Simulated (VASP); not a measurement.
Here is a VASP 6.6.1 calculation.

Contents of INCAR:

```
SYSTEM = B
PREC = Accurate ; ENCUT = 520
EDIFF = 1E-6 ; ISMEAR = -1
SIGMA = 0.05 ; LREAL = .False.
LASPH = .True. ; NELM = 80
ALGO = Normal ; ISIF = 2
LWAVE = .False. ; LCHARG = .False.
GGA = PE ; NBANDS = 8
```

KPOINTS

```
regular mesh
0
Gamma
  11 11 16
  0 0 0
```

Contents of POSCAR:

```
B
1.0
    2.3328777790      0.0000000000      0.0000000000
    0.0000000000      2.3328777790      0.0000000000
    0.0000000000      0.0000000000      1.5871367516
B
1
Direct
    0.5000000000      0.5000000000      0.5000000000
```

Potentials or basis: VASP PAW PBE potentials, release 64 (B).

Launch:

```sh
$ cat potpaw_PBE.64/B/POTCAR > POTCAR
$ mpirun -np 1 vasp_std > vasp.out
```

(1) Predict the pressure.

Results:

(1) -0.1 GPa.
